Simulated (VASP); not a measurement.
A run of VASP 6.6.1:

The input INCAR:

```
  ALGO = Normal
  EDIFF = 1E-7
  ENCUT = 520
  GGA = PE
  ISIF = 2
  ISMEAR = 0
  LASPH = True
  LCHARG = True
  LELF = True
  LREAL = False
  LVHAR = True
  LWAVE = False
  NBANDS = 8
  NELM = 100
  PREC = Accurate
  SIGMA = 0.15
```

KPOINTS

```
k-points
0
Gamma
  18 18 18
```

File POSCAR:

```
As
1.0
    2.5009056136      0.0000000000      0.0000000000
    0.0000000000      2.5009056136      0.0000000000
    0.0000000000      0.0000000000      2.7036817444
As
1
Direct
    0.5000000000      0.5000000000      0.5000000000
```

Potentials or basis: VASP PAW PBE potentials, release 64 (As).

Launch:

```sh
$ cat potpaw_PBE.64/As/POTCAR > POTCAR
$ mpirun -np 1 vasp_std > vasp.out
```

Hardware: 1 thread of Intel(R) Xeon(R) Platinum 8488C (Sapphire Rapids), with other jobs on the host.

Problem. How long does it take, and how much memory?

Solution. Run time: 31 s on 1 thread of Intel(R) Xeon(R) Platinum 8488C (Sapphire Rapids), on a shared host, peak memory 0.18 GiB. Counts: scf iterations 12, k points 550.
